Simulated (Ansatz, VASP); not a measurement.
## One calculation of Ge, two programs

```
CELL_PARAMETERS angstrom
0.00000 2.81478 2.81478
2.81478 0.00000 2.81478
2.81478 2.81478 0.00000
ATOMIC_POSITIONS crystal
Ge 0.50000 0.50000 0.50000
Ge 0.75000 0.75000 0.75000
```

Alike in both runs: task single point; functional LDA; k mesh 10 × 10 × 10; occupations fermi-dirac, width 0.2 eV; no spin polarisation.

```csv
,VASP,Ansatz
version,VASP 6.6.1,Ansatz 0.2.0
potentials or method,"VASP PAW LDA potentials, release 64 (Ge_d), cutoff 520 eV","plane waves (420 eV) with PAW, scalar-relativistic"
valence electrons in the cell,28,28
```

|  | VASP | Ansatz | Ansatz less VASP |
| --- | --- | --- | --- |
| pressure (GPa) | 0.0 | -0.2 | -0.21 |

Ansatz warns that its potentials were made for another functional, while VASP's fit it. LDA's correlation is that of Perdew and Zunger in VASP and of Perdew and Wang (1992) in Ansatz.
